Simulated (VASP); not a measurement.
Set up this calculation in VASP 6.6.1, as the native input.

```
Task                               : single point
Functional                         : HSE06
Potentials or basis                : VASP PAW PBE potentials, release 64 (Mg, S)
Cutoff                             : 520 eV
k mesh                             : 6 × 6 × 6
Occupations                        : gaussian, width 0.01 eV
Spin                               : no spin polarisation
Dipole correction                  : no
Grid for exact exchange (PRECFOCK) : Normal
Further INCAR settings             : ALGO = Normal; EDIFF = 1e-06; NBANDS = 11
Share of exact exchange            : 0.25
Screening parameter                : 0.2079 1/Å
```

Crystal: MgS.

```
CELL_PARAMETERS angstrom
0.00000 2.80257 2.80257
2.80257 0.00000 2.80257
2.80257 2.80257 0.00000
ATOMIC_POSITIONS crystal
Mg 0.00000 0.00000 0.00000
S 0.25000 0.25000 0.25000
```

This cell differs from its parent crystal: strain -1.0%.

One way to write it, as run:

POSCAR

```
MgS
1.0
    0.0000000000      2.8025680728      2.8025680728
    2.8025680728      0.0000000000      2.8025680728
    2.8025680728      2.8025680728      0.0000000000
Mg S
1 1
Direct
    0.0000000000      0.0000000000      0.0000000000
    0.2500000000      0.2500000000      0.2500000000
```

INCAR.step1

```
SYSTEM = MgS
PREC = Accurate ; ENCUT = 520
EDIFF = 1E-5 ; ISMEAR = 0
SIGMA = 0.01 ; LREAL = .FALSE.
LASPH = .TRUE. ; NELM = 60
ALGO = Normal ; ISIF = 2
LWAVE = .TRUE. ; LCHARG = .FALSE.
GGA = PE ; NBANDS = 11
```

INCAR.step2

```
SYSTEM = MgS
PREC = Accurate ; ENCUT = 520
EDIFF = 1E-6 ; ISMEAR = 0
SIGMA = 0.01 ; LREAL = .FALSE.
LASPH = .TRUE. ; NELM = 60
ALGO = Normal ; ISIF = 2
LWAVE = .FALSE. ; LCHARG = .FALSE.
GGA = PE ; LHFCALC = .TRUE.
HFSCREEN = 0.2079 ; PRECFOCK = Normal
ISTART = 1 ; NBANDS = 11
```

KPOINTS

```
Automatic mesh
0
G
  6 6 6
  0 0 0
```

Potentials or basis: VASP PAW PBE potentials, release 64 (Mg, S).

Command:

```console
$ cat potpaw_PBE.64/Mg/POTCAR potpaw_PBE.64/S/POTCAR > POTCAR
$ cp INCAR.step1 INCAR
$ mpirun -np 1 vasp_std > vasp.out
$ cp INCAR.step2 INCAR
$ mpirun -np 1 vasp_std > vasp.out
```

Results of the run:

| Property | Result |
| --- | --- |
| Pressure | 1.8 GPa |
| Band gap on the k mesh | 4.67 eV |

Caveat: the cell differs from its parent crystal (strain -1.0%); the structure was generated, so it needn't be the stable form of MgS; the PAW data sets were made with another functional, which shifts forces and pressure a little.

Run time: 14 min on 1 thread of Intel(R) Xeon(R) Platinum 8259CL CPU @ 2.50GHz (Skylake/Cascade Lake), on a shared host, peak memory 0.29 GiB.
